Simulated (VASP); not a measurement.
A run of VASP 6.6.1 is set up as follows.

File INCAR:

```
ALGO     = Normal         # electronic algorithm
EDIFF    = 1E-6           # SCF threshold, eV
ENCUT    = 520            # plane-wave cutoff, eV
ISIF     = 2              # what is computed and relaxed
ISMEAR   = 0              # smearing method
LASPH    = True           # aspherical terms in the spheres
LCHARG   = False          # write CHGCAR
LREAL    = False          # projectors in reciprocal space
LWAVE    = False          # write WAVECAR
NBANDS   = 38             # bands
NELM     = 80             # most SCF steps
PREC     = Accurate       # precision mode
SIGMA    = 0.1            # smearing width, eV
```

File KPOINTS:

```
k-points
0
Gamma
  12 12 2
```

File POSCAR:

```
Rh
1.0
    2.6574440376      0.0000000000      0.0000000000
   -1.3287220188      2.3014140457      0.0000000000
    0.0000000000      0.0000000000      8.6594758770
Rh
4
Direct
    0.0000000000      0.0000000000      0.0000000000
    0.3333333333      0.6666666667      0.2500000000
    0.0000000000      0.0000000000      0.5000000000
    0.6666666667      0.3333333333      0.7500000000
```

Potentials or basis: VASP PAW LDA potentials, release 64 (Rh_pv).

Command:

```sh
$ cat potpaw_LDA.64/Rh_pv/POTCAR > POTCAR
$ mpirun -np 1 vasp_std > vasp.out
```

(1) What does it give for the band gap on the k mesh?

(2) What does it give for the pressure?

Answers

(1) zero (band 30 reaches 13.34 eV, above the bottom of band 31 at 11.20 eV).

(2) 1.0 GPa.

Caveat: the k points lie up to 0.36 Å⁻¹ apart.
